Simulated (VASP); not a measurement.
# Br (Fd-3m) in VASP: notebook

Br is run at these levels: LDA; tasks: single point.

Program: VASP 6.6.1. These are calculated values, not measurements. Logs are shortened: lines on timing, memory, paths and dates and some standing lists are left out, and cuts for length are marked.

## (1) The cell of the first run

The structure is cubic, space group Fd-3m (No. 227). Conventional cell: a = 6.113 Å, b = 6.113 Å, c = 6.113 Å, α = 90.00°, β = 90.00°, γ = 90.00°. Within 3.5 Å of Br (site symmetry -43m) lie 4 Br at 2.65 Å.

## (2) Single point, LDA (28.55 Å³/atom)

The input, POSCAR:

```
Br
1.0
    0.0000000000      3.0563521740      3.0563521740
    3.0563521740      0.0000000000      3.0563521740
    3.0563521740      3.0563521740      0.0000000000
Br
2
Direct
   -0.1250000000     -0.1250000000     -0.1250000000
    0.1250000000      0.1250000000      0.1250000000
```

The input, INCAR.step1:

```
  PREC = Accurate
  ENCUT = 520
  EDIFF = 1E-7
  ISMEAR = -1
  SIGMA = 0.08
  LREAL = F
  LASPH = T
  NELM = 80
  ALGO = Normal
  ISIF = 2
  LWAVE = F
  LCHARG = T
  NBANDS = 14
```

The input, KPOINTS.step1:

```
Automatic mesh
0
Gamma
  11 11 11
```

The input, INCAR.step2:

```
  PREC = Accurate
  ENCUT = 520
  EDIFF = 1E-7
  ISMEAR = -5
  SIGMA = 0.08
  LREAL = F
  LASPH = T
  NELM = 80
  ALGO = Normal
  ISIF = 2
  LWAVE = F
  LCHARG = F
  LORBIT = 11
  NEDOS = 1001
  ICHARG = 11
```

The input, KPOINTS.step2:

```
Automatic mesh
0
Gamma
  17 17 17
```

Potentials or basis: VASP PAW LDA potentials, release 64 (Br).

Run with:

```sh
$ cat potpaw_LDA.64/Br/POTCAR > POTCAR
$ cp INCAR.step1 INCAR
$ cp KPOINTS.step1 KPOINTS
$ mpirun -np 1 vasp_std > vasp.out
$ cp INCAR.step2 INCAR
$ cp KPOINTS.step2 KPOINTS
$ mpirun -np 1 vasp_std > vasp.out
```

OUTCAR:

```text
PREC = Accurate
   ENCUT = 520
   EDIFF = 1E-7
   ISMEAR = -5
   LREAL = F
   LASPH = T
   NELM = 80
   ISIF = 2
   LORBIT = 11
   ICHARG = 11

 ion  position               nearest neighbor table
   1  0.875  0.875  0.875-   2 2.65   2 2.65   2 2.65   2 2.65
   2  0.125  0.125  0.125-   1 2.65   1 2.65   1 2.65   1 2.65

  LATTYP: Found a face centered cubic cell.
 ALAT       =     6.1127043480

  Lattice vectors:

 A1 = (   0.0000000000,   3.0563521740,   3.0563521740)
 A2 = (   3.0563521740,   0.0000000000,   3.0563521740)
 A3 = (   3.0563521740,   3.0563521740,   0.0000000000)

Analysis of symmetry for initial positions (statically):
=====================================================================
 Subroutine PRICEL returns:
 Original cell was already a primitive cell.

 Routine SETGRP: Setting up the symmetry group for a
 face centered cubic supercell.

 Subroutine GETGRP returns: Found 48 space group operations
 (whereof 12 operations were pure point group operations)
 out of a pool of 48 trial point group operations.

The static configuration has the point symmetry D_3d.
 The point group associated with its full space group is O_h .

Analysis of symmetry for dynamics (positions and initial velocities):
=====================================================================
 Subroutine PRICEL returns:
 Original cell was already a primitive cell.

 Routine SETGRP: Setting up the symmetry group for a
 face centered cubic supercell.

 Subroutine GETGRP returns: Found 48 space group operations
 (whereof 12 operations were pure point group operations)
 out of a pool of 48 trial point group operations.

The dynamic configuration has the point symmetry D_3d.
 The point group associated with its full space group is O_h .

 Subroutine INISYM returns: Found 48 space group operations
 (whereof 12 operations are pure point group operations),
 and found     1 'primitive' translations

----------------------------------------------------------------------------------------

                                     Primitive cell

  volume of cell :      57.1005

  direct lattice vectors                    reciprocal lattice vectors
     0.000000000  3.056352174  3.056352174    -0.163593713  0.163593713  0.163593713
     3.056352174  0.000000000  3.056352174     0.163593713 -0.163593713  0.163593713
     3.056352174  3.056352174  0.000000000     0.163593713  0.163593713 -0.163593713

[... 93 lines left out ...]
   POTIM  = 0.5000    time-step for ionic-motion
   TEBEG  =    0.0;   TEEND  =   0.0 temperature during run
   PSTRESS=    0.0 pullay stress
   NELECT =      14.0000    total number of electrons
   NUPDOWN=      -1.0000    fix difference up-down
   EMIN   =  10.00;   EMAX   =-10.00  energy-range for DOS
   EFERMI =   0.00;   METHOD = LEGACY
   ISMEAR =    -5;   SIGMA  =   0.08  broadening in eV -4-tet -1-fermi 0-gaus
   EFERMI_NEDOS =   21; number of points for ismear=-14 and -15
   IALGO  =     38    algorithm
   IMIX   =      4    mixing-type and parameters
     AMIX     =   0.40;   BMIX     =  1.00
     AMIX_MAG =   1.60;   BMIX_MAG =  1.00
  volume/ion in A,a.u.               =      28.55       192.67
  Fermi-wavevector in a.u.,A,eV,Ry     =   1.024639  1.936287 14.284547  1.049885
  Thomas-Fermi vector in A             =   2.158437
   LORBIT       =     11    0 simple, 1 ext, 2 COOP (PROOUT), +10 PAW based schemes
   GGA     = CA    functional components
   LHFCALC =     F    Hartree Fock is set to
   AEXX    =    0.0000 exact exchange contribution
   IVDW    =     0    specifies the selected vdW correction
   LEPSILON=     F    determine dielectric tensor
   LRPA    =     F    only Hartree local field effects (RPA)
 non-spin polarized calculation
 Fermi weights with tetrahedron method with Bloechl corrections
  energy-cutoff  :      520.00
  volume of cell :       57.10
 maximum number of plane-waves:      1558

 number of electron      13.9999997 magnetization

 Free energy of the ion-electron system (eV)
  ---------------------------------------------------
  ext. energy  EPLUGINS =         0.00000000
  ---------------------------------------------------
  free energy    TOTEN  =        -2.30191467 eV

  energy without entropy =       -2.30191467  energy(sigma->0) =       -2.30191467

 E-fermi :   2.4341     XC(G=0):  -8.9099

 val. band max:        2.4287906680   @ k =   0.4118   0.1765   0.0000
 cond. band min:       2.4336385263   @ k =  -0.3529   0.1176   0.0000
 fundamental gap:      0.0048478582
 Fermi energy:         2.4340688761

 k-point     1 :       0.0000    0.0000    0.0000
  band No.  band energies     occupation
      1     -15.3060      2.00000
      2     -10.5885      2.00000
      3      -2.2206      2.00000
      4      -2.2206      2.00000
      5      -2.2206      2.00000
      6       0.5881      2.00000
      7       0.5881      2.00000
      8       0.5881      2.00000
      9       6.5551      0.00000
     10      10.3568      0.00000
     11      10.3568      0.00000
[... 309 lines left out ...]
 k-point    24 :      -0.1176    0.0588    0.0000
  band No.  band energies     occupation
      1     -15.1678      2.00000
      2     -10.8789      2.00000
      3      -2.5471      2.00000
      4      -2.3346      2.00000
      5      -2.2184      2.00000
      6       0.7131      2.00000
      7       0.7675      2.00000
      8       1.0370      2.00000
      9       7.2115      0.00000
     10       9.6490      0.00000
     11      10.0666      0.00000

 [... further k-points ...]
[... 5 lines left out ...]
  --------------------------------------------------------------------------------------
  -------------------------------------------------------------------------------------
  Total        4.3639133      4.3639133      4.3639133     -0.0000000      0.0000000      0.0000000
  in kB      122.4465388    122.4465388    122.4465388     -0.0000000      0.0000000      0.0000000
  external PRESSURE =     122.4465388 kB  Pullay stress =       0.0000000 kB

 VOLUME and BASIS-vectors are now :
 -----------------------------------------------------------------------------
  energy-cutoff  :      520.00
  volume of cell :       57.10
      direct lattice vectors                 reciprocal lattice vectors
     0.000000000  3.056352174  3.056352174    -0.163593713  0.163593713  0.163593713
     3.056352174  0.000000000  3.056352174     0.163593713 -0.163593713  0.163593713
     3.056352174  3.056352174  0.000000000     0.163593713  0.163593713 -0.163593713

 POSITION                                       TOTAL-FORCE (eV/Angst)
 -----------------------------------------------------------------------------------
      5.34862      5.34862      5.34862         0.000000      0.000000      0.000000
      0.76409      0.76409      0.76409        -0.000000     -0.000000     -0.000000
 -----------------------------------------------------------------------------------
    total drift:                                0.000000      0.000000     -0.000000

  FREE ENERGIE OF THE ION-ELECTRON SYSTEM (eV)
  ---------------------------------------------------
  free  energy   TOTEN  =        -2.3019146689 eV

  energy  without entropy=       -2.3019146689  energy(sigma->0) =       -2.30191467

 total charge

# of ion       s       p       d       tot
------------------------------------------
    1        1.672   3.049   0.059   4.780
    2        1.672   3.049   0.059   4.780
--------------------------------------------------
tot          3.344   6.098   0.118   9.560
```

OSZICAR.step1:

```text
N       E                     dE             d eps       ncg     rms          rms(c)
DAV:   1     0.766273970865E+02    0.76627E+02   -0.59427E+03  1568   0.844E+02
DAV:   2     0.271336657465E+01   -0.73914E+02   -0.68472E+02  2198   0.150E+02
DAV:   3    -0.228707067351E+01   -0.50004E+01   -0.49178E+01  2036   0.430E+01
DAV:   4    -0.232999959064E+01   -0.42929E-01   -0.42912E-01  1844   0.473E+00
DAV:   5    -0.233040225414E+01   -0.40266E-03   -0.40263E-03  2084   0.454E-01    0.154E+01
DAV:   6    -0.232935215212E+01    0.10501E-02   -0.85619E-04  1892   0.162E-01    0.925E+00
DAV:   7    -0.232910070206E+01    0.25145E-03   -0.10923E-03  1934   0.172E-01    0.438E-02
DAV:   8    -0.232907123890E+01    0.29463E-04   -0.53244E-05  1922   0.407E-02    0.153E-02
DAV:   9    -0.232906920510E+01    0.20338E-05   -0.10715E-05  2024   0.176E-02    0.846E-03
DAV:  10    -0.232906919690E+01    0.81995E-08   -0.19141E-07  1704   0.265E-03
   1 F= -.23290692E+01 E0= -.23013442E+01  d E =-.554499E-01
```

Run time: 62 s. Hardware: 1 thread of Intel Xeon Platinum 8488C (Sapphire Rapids), shared host; peak memory 0.2 GiB.

Results:

```
Valence electrons inside the program's atomic spheres : Br 4.78
```

Levels at points of the mesh, in eV from the Fermi level:
| k point | band 3 | band 4 | band 5 | band 6 | band 7 | band 8 | band 9 | band 10 | band 11 |
| --- | --- | --- | --- | --- | --- | --- | --- | --- | --- |
| (0.00, 0.00, 0.00) | -4.65 | -4.65 | -4.65 | -1.85 | -1.85 | -1.85 | 4.12 | 7.92 | 7.92 |

Caveat: tetrahedron occupations give inexact forces and stress in metals.

## (3) Single point, LDA (38.07 Å³/atom)

This run uses another cell than the first one, of 38.07 Å³/atom.

The input, POSCAR:

```
Br
1.0
    0.0000000000      3.3639508418      3.3639508418
    3.3639508418      0.0000000000      3.3639508418
    3.3639508418      3.3639508418      0.0000000000
Br
2
Direct
   -0.1250000000     -0.1250000000     -0.1250000000
    0.1250000000      0.1250000000      0.1250000000
```

The input, INCAR.step1:

```
PREC = Accurate
ENCUT = 520
EDIFF = 1E-6
ISMEAR = -1
SIGMA = 0.08
LREAL = False
LASPH = True
NELM = 60
ALGO = Normal
ISIF = 2
LWAVE = False
LCHARG = True
NBANDS = 14
```

KPOINTS.step1 is that of step 2.

The input, INCAR.step2:

```
PREC = Accurate
ENCUT = 520
EDIFF = 1E-6
ISMEAR = -5
SIGMA = 0.08
LREAL = False
LASPH = True
NELM = 60
ALGO = Normal
ISIF = 2
LWAVE = False
LCHARG = False
LORBIT = 11
NEDOS = 2001
ICHARG = 11
```

KPOINTS.step2 is that of step 2.

Potentials or basis: VASP PAW LDA potentials, release 64 (Br).

Run with:

```sh
$ cat potpaw_LDA.64/Br/POTCAR > POTCAR
$ cp INCAR.step1 INCAR
$ cp KPOINTS.step1 KPOINTS
$ mpirun -np 1 vasp_std > vasp.out
$ cp INCAR.step2 INCAR
$ cp KPOINTS.step2 KPOINTS
$ mpirun -np 1 vasp_std > vasp.out
```

It took 85 s on 1 thread of Intel Xeon Platinum 8488C (Sapphire Rapids), shared host; peak memory 0.25 GiB.

Results (log left out):

```yaml
Valence_electrons_inside_the_program's_atomic_spheres: Br 4.69
```

Levels at points of the mesh, in eV from the Fermi level:
```csv
k point,band 5,band 6,band 7,band 8,band 9,band 10
"(0.00, 0.00, 0.00)",-3.19,-1.10,-1.10,-1.10,4.64,8.70
```

Caveat: tetrahedron occupations give inexact forces and stress in metals.
